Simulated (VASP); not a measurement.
The system is Sc.

```xyz
2
Lattice="3.3090 0.0000 0.0000 -1.6545 2.8657 0.0000 0.0000 0.0000 5.2733" Properties=species:S:1:pos:R:3 pbc="T T T"
Sc    0.0000    1.9105    1.3183
Sc    1.6545    0.9552    3.9550
```

* Program: VASP 6.6.1
* Task: relaxation of cell and atoms
* Functional: PBEsol
* Potentials or basis: VASP PAW PBE potentials, release 64 (Sc_sv)
* Cutoff: 600 eV
* k mesh: 15 × 15 × 8
* Occupations: fermi-dirac, width 0.1 eV
* Spin: no spin polarisation

At the start: pressure -2.6 GPa; volume 25.00 Å³/atom.

Where does the relaxation end?

Over 5 steps the energy falls by 12.3 meV/atom and the volume is 23.74 Å³/atom (-5.0 %); space group P6_3/mmc (No. 194, to 0.1 Å) before and after.

The path:
```csv
step,energy change (eV),largest force (eV/Å),pressure (GPa),volume (Å³)
1,0.0000,0.0000,-2.65,50.00
2,-0.0229,0.0000,0.53,47.07
3,-0.0234,0.0000,0.12,47.42
4,-0.0244,0.0000,0.06,47.45
5,-0.0246,0.0000,0.01,47.48
```

Final structure:
```cif
data_structure
_symmetry_space_group_name_H-M 'P 1'
_symmetry_Int_Tables_number 1
_cell_length_a 3.2765
_cell_length_b 3.2765
_cell_length_c 5.1072
_cell_angle_alpha 90.000
_cell_angle_beta 90.000
_cell_angle_gamma 120.000
_cell_volume 47.48
loop_
_atom_site_label
_atom_site_type_symbol
_atom_site_fract_x
_atom_site_fract_y
_atom_site_fract_z
_atom_site_occupancy
Sc1 Sc 0.33333 0.66667 0.25000 1
Sc2 Sc 0.66667 0.33333 0.75000 1
```

Caveat: the PAW data sets were made with another functional, which shifts forces and pressure a little.
